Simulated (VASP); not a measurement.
# Zr (P2_1/m) in VASP: single point with LDA

Aim: the single point of Zr with LDA.

Everything below comes from runs of VASP 6.6.1. Logs are shortened: lines on timing, memory, paths and dates and some standing lists are left out, and cuts for length are marked.

## (1) The cell of the first run

Symmetry: P2_1/m, No. 11, monoclinic system. Conventional cell: a = 3.242 Å, b = 4.138 Å, c = 5.510 Å, α = 90.00°, β = 105.91°, γ = 90.00°. Within 4.3 Å of Zr (site symmetry m) lie 10 Zr at 3.24 to 4.14 Å.

## (2) Single point, LDA

File INCAR:

```
SYSTEM = Zr
PREC     = Accurate       ! precision mode
ENCUT    = 500            ! plane-wave cutoff, eV
EDIFF    = 1E-6           ! SCF threshold, eV
ISMEAR   = 1              ! smearing method
SIGMA    = 0.1            ! smearing width, eV
LREAL    = .FALSE.        ! projectors in reciprocal space
LASPH    = .TRUE.         ! aspherical terms in the spheres
NELM     = 120            ! most SCF steps
ALGO     = Normal         ! electronic algorithm
ISIF     = 2              ! what is computed and relaxed
LWAVE    = .FALSE.        ! write WAVECAR
LCHARG   = .TRUE.         ! write CHGCAR
GGA      = CA             ! functional
LELF     = .TRUE.         ! ELF
LVHAR    = .TRUE.       
NBANDS   = 19             ! bands
GGA_COMPAT= .FALSE.
```

File KPOINTS:

```
regular mesh
0
G
  7 6 5
  0 0 0
```

File POSCAR:

```
Zr
1.0
    3.2421890000      0.0000000000      0.0000000000
    0.0000000000      4.1382160000      0.0000000000
   -1.5103620000      0.0000000000      5.2984990000
Zr
2
Direct
    0.3525980000      0.7500000000      0.1936750000
    0.6474020000      0.2500000000      0.8063250000
```

Potentials or basis: VASP PAW LDA potentials, release 64 (Zr_sv).

Run with:

```
$ cat potpaw_LDA.64/Zr_sv/POTCAR > POTCAR
$ mpirun -np 1 vasp_std > vasp.out
```

OUTCAR:

```text
SYSTEM = Zr
   PREC = Accurate
   ENCUT = 500
   EDIFF = 1E-6
   ISMEAR = 1
   LREAL = .FALSE.
   LASPH = .TRUE.
   NELM = 120
   ISIF = 2
   GGA = CA

 ion  position               nearest neighbor table
   1  0.353  0.750  0.194-   2 3.30   2 3.30   2 3.37   2 3.37   2 3.85   2 3.85
   2  0.647  0.250  0.806-   1 3.30   1 3.30   1 3.37   1 3.37   1 3.85   1 3.85

  LATTYP: Found a simple monoclinic cell.
 ALAT       =     3.2421890000
 B/A-ratio  =     1.2763648264
 C/A-ratio  =     1.6993343238
 COS(beta)  =    -0.2741346248

  Lattice vectors:

 A1 = (   3.2421890000,   0.0000000000,   0.0000000000)
 A2 = (   0.0000000000,   4.1382160000,   0.0000000000)
 A3 = (  -1.5103620000,   0.0000000000,   5.2984990000)

Analysis of symmetry for initial positions (statically):
=====================================================================
 Subroutine PRICEL returns:
 Original cell was already a primitive cell.

 Routine SETGRP: Setting up the symmetry group for a
 simple monoclinic supercell.

 Subroutine GETGRP returns: Found  4 space group operations
 (whereof  2 operations were pure point group operations)
 out of a pool of  4 trial point group operations.

The static configuration has the point symmetry S_2 .
 The point group associated with its full space group is C_2h.

Analysis of symmetry for dynamics (positions and initial velocities):
=====================================================================
 Subroutine PRICEL returns:
 Original cell was already a primitive cell.

 Routine SETGRP: Setting up the symmetry group for a
 simple monoclinic supercell.

 Subroutine GETGRP returns: Found  4 space group operations
 (whereof  2 operations were pure point group operations)
 out of a pool of  4 trial point group operations.

The dynamic configuration has the point symmetry S_2 .
 The point group associated with its full space group is C_2h.

 Subroutine INISYM returns: Found  4 space group operations
 (whereof  2 operations are pure point group operations),
 and found     1 'primitive' translations

----------------------------------------------------------------------------------------

                                     Primitive cell

  volume of cell :      71.0893

  direct lattice vectors                    reciprocal lattice vectors
     3.242189000  0.000000000  0.000000000     0.308433592  0.000000000  0.087920443
     0.000000000  4.138216000  0.000000000     0.000000000  0.241650025  0.000000000
    -1.510362000  0.000000000  5.298499000     0.000000000  0.000000000  0.188732696

  length of vectors
[... 76 lines left out ...]
   ISPIN  =      1    spin polarized calculation?
   LNONCOLLINEAR =      F non collinear calculations
   LSORBIT =      F    spin-orbit coupling
   LASPH  =      T    aspherical Exc in radial PAW
   ENCUT  =  500.0 eV  36.75 Ry    6.06 a.u.   5.91  7.54 10.05*2*pi/ulx,y,z
   NELM   =    120;   NELMIN=  2; NELMDL= -5     # of ELM steps
   EDIFF  = 0.1E-05   stopping-criterion for ELM
   LREAL  =      F    real-space projection
   EDIFFG = 0.1E-04   stopping-criterion for IOM
   NSW    =      0    number of steps for IOM
   IBRION =     -1    ionic relax: 0-MD 1-quasi-New 2-CG
   NFREE  =      0    steps in history (QN), initial steepest desc. (CG)
   ISIF   =      2    stress and relaxation
   ISYM   =      2    0-nonsym 1-usesym 2-fastsym
   POTIM  = 0.5000    time-step for ionic-motion
   TEBEG  =    0.0;   TEEND  =   0.0 temperature during run
   PSTRESS=    0.0 pullay stress
   NELECT =      24.0000    total number of electrons
   NUPDOWN=      -1.0000    fix difference up-down
   EMIN   =  10.00;   EMAX   =-10.00  energy-range for DOS
   EFERMI =   0.00;   METHOD = LEGACY
   ISMEAR =     1;   SIGMA  =   0.10  broadening in eV -4-tet -1-fermi 0-gaus
   EFERMI_NEDOS =   21; number of points for ismear=-14 and -15
   IALGO  =     38    algorithm
   IMIX   =      4    mixing-type and parameters
     AMIX     =   0.40;   BMIX     =  1.00
     AMIX_MAG =   1.60;   BMIX_MAG =  1.00
  volume/ion in A,a.u.               =      35.54       239.87
  Fermi-wavevector in a.u.,A,eV,Ry     =   1.139927  2.154150 17.679874  1.299434
  Thomas-Fermi vector in A             =   2.276630
   LORBIT       =      0    0 simple, 1 ext, 2 COOP (PROOUT), +10 PAW based schemes
   GGA     = CA    functional components
   LHFCALC =     F    Hartree Fock is set to
   AEXX    =    0.0000 exact exchange contribution
   IVDW    =     0    specifies the selected vdW correction
   LEPSILON=     F    determine dielectric tensor
   LRPA    =     F    only Hartree local field effects (RPA)
 non-spin polarized calculation
 Methfessel and Paxton  Order N= 1 SIGMA  =   0.10
  energy-cutoff  :      500.00
  volume of cell :       71.09
 maximum number of plane-waves:      1819
   NGX = 11   NGY = 15   NGZ = 21

 number of electron      24.0000000 magnetization

 Free energy of the ion-electron system (eV)
  ---------------------------------------------------
  ext. energy  EPLUGINS =         0.00000000
  ---------------------------------------------------
  free energy    TOTEN  =       -15.94434200 eV

  energy without entropy =      -15.94295995  energy(sigma->0) =      -15.94388131

 E-fermi :   4.5849     XC(G=0):  -9.3746

 val. band max:        4.5842921480   @ k =  -0.1429   0.1667   0.2000
 cond. band min:       4.6023075027   @ k =  -0.1429   0.0000   0.2000
 fundamental gap:      0.0180153546
 Fermi energy:         4.5849108292

 k-point     1 :       0.0000    0.0000    0.0000
  band No.  band energies     occupation
      1     -44.4840      2.00000
      2     -44.4250      2.00000
      3     -22.7142      2.00000
      4     -22.6823      2.00000
      5     -22.4544      2.00000
      6     -22.4527      2.00000
[... 505 lines left out ...]
      6     -22.4476      2.00000
[... 11 lines left out ...]
     18       7.8897      0.00000
     19       8.0212      0.00000

 [... further k-points ...]
[... 5 lines left out ...]
  --------------------------------------------------------------------------------------
  -------------------------------------------------------------------------------------
  Total       -6.3229963     -9.1349839     -6.6156305      0.0000000      0.0000000     -0.3997440
  in kB     -142.5046933   -205.8799373   -149.0999439      0.0000000      0.0000000     -9.0092401
  external PRESSURE =    -165.8281915 kB  Pullay stress =       0.0000000 kB

 VOLUME and BASIS-vectors are now :
 -----------------------------------------------------------------------------
  energy-cutoff  :      500.00
  volume of cell :       71.09
      direct lattice vectors                 reciprocal lattice vectors
     3.242189000  0.000000000  0.000000000     0.308433592  0.000000000  0.087920443
     0.000000000  4.138216000  0.000000000     0.000000000  0.241650025  0.000000000
    -1.510362000  0.000000000  5.298499000     0.000000000  0.000000000  0.188732696

 POSITION                                       TOTAL-FORCE (eV/Angst)
 -----------------------------------------------------------------------------------
      0.85067      3.10366      1.02619        -0.179504      0.000000     -0.736718
      0.88116      1.03455      4.27231         0.179504      0.000000      0.736718
 -----------------------------------------------------------------------------------
    total drift:                               -0.000000      0.000000      0.000000

  FREE ENERGIE OF THE ION-ELECTRON SYSTEM (eV)
  ---------------------------------------------------
  free  energy   TOTEN  =       -15.9443419956 eV

  energy  without entropy=      -15.9429599512  energy(sigma->0) =      -15.94388131
```

OSZICAR:

```text
N       E                     dE             d eps       ncg     rms          rms(c)
DAV:   1     0.203343438544E+03    0.20334E+03   -0.12405E+04  2760   0.114E+03
DAV:   2    -0.159005755090E+01   -0.20493E+03   -0.20157E+03  3295   0.340E+02
DAV:   3    -0.167737866885E+02   -0.15184E+02   -0.14979E+02  4968   0.645E+01
DAV:   4    -0.172548159695E+02   -0.48103E+00   -0.47987E+00  3503   0.118E+01
DAV:   5    -0.172705801029E+02   -0.15764E-01   -0.15758E-01  4058   0.153E+00    0.871E+00
DAV:   6    -0.161281145049E+02    0.11425E+01   -0.23245E+00  2857   0.883E+00    0.280E+00
DAV:   7    -0.159460415962E+02    0.18207E+00   -0.84456E-01  3776   0.461E+00    0.113E+00
DAV:   8    -0.159447520710E+02    0.12895E-02   -0.27003E-02  3918   0.125E+00    0.514E-01
DAV:   9    -0.159444211381E+02    0.33093E-03   -0.82862E-03  3568   0.706E-01    0.613E-02
DAV:  10    -0.159443342078E+02    0.86930E-04   -0.38286E-04  3467   0.137E-01    0.271E-02
DAV:  11    -0.159443420312E+02   -0.78234E-05   -0.20948E-05  3675   0.391E-02    0.562E-03
DAV:  12    -0.159443419956E+02    0.35587E-07   -0.26915E-06  2788   0.126E-02
   1 F= -.15944342E+02 E0= -.15943881E+02  d E =-.138204E-02
```

stdout:

```text
POSCAR found type information on POSCAR Zr
 POSCAR found :  1 types and       2 ions
 scaLAPACK will be used
 LDA part: xc-table for (Slater(with rela. corr.)+CA(PZ))
 , standard interpolation
 POSCAR, INCAR and KPOINTS ok, starting setup
 FFT: planning ... GRIDC
 FFT: planning ... GRID_SOFT
 FFT: planning ... GRID
 WAVECAR not read
 entering main loop
```

Wall time 68 s (1 thread of AMD EPYC 7R43 (Zen 3), shared host); peak memory 0.16 GiB.

What came out:

```
Free energy            : -15.9443 eV
Pressure               : -16.6 GPa
Largest force          : 0.758 eV/Å
Band gap on the k mesh : zero (bands 12 and 13 overlap by 0.30 eV)
```

Forces in eV/Å, atoms in the order of the input:
```
Zr  -0.180  0.000 -0.737
Zr   0.180  0.000  0.737
```

Stress tensor (GPa, compression positive):
```
-14.25   0.00  -0.90
  0.00 -20.59   0.00
 -0.90   0.00 -14.91
```

Caveat: the stress differs along the axes, from -21 to -14 GPa.
